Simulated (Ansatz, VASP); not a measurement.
## Two plane-wave programs on GaAs

```
Ga As
1.0
     0.00000    2.87296    2.87296
     2.87296    0.00000    2.87296
     2.87296    2.87296    0.00000
Ga As
1 1
Direct
  0.00000 0.00000 0.00000
  0.25000 0.25000 0.25000
```

Alike in both runs: task single point; functional PBE; k mesh 10 × 10 × 10; occupations gaussian, width 0.01 eV; no spin polarisation.

|  | VASP | Ansatz |
| --- | --- | --- |
| version | VASP 6.6.1 | Ansatz 0.2.0 |
| potentials or method | VASP PAW PBE potentials, release 64 (Ga_d, As), cutoff 500 eV | scalar-relativistic, plane waves, PAW |
| valence electrons in the cell | 18 | 28 |

|  | VASP | Ansatz | Ansatz less VASP |
| --- | --- | --- | --- |
| gap on the k mesh at the Fermi level (eV) | 0.16 | 0.16 | 0.000 |
| least direct gap on the mesh (eV) | 0.16 | 0.16 | 0.000 |
| pressure (GPa) | 0.1 | 0.0 | -0.13 |

VASP's potentials hold 18 valence electrons a cell and Ansatz's 28, so a difference there can come from the potentials and not from the codes.
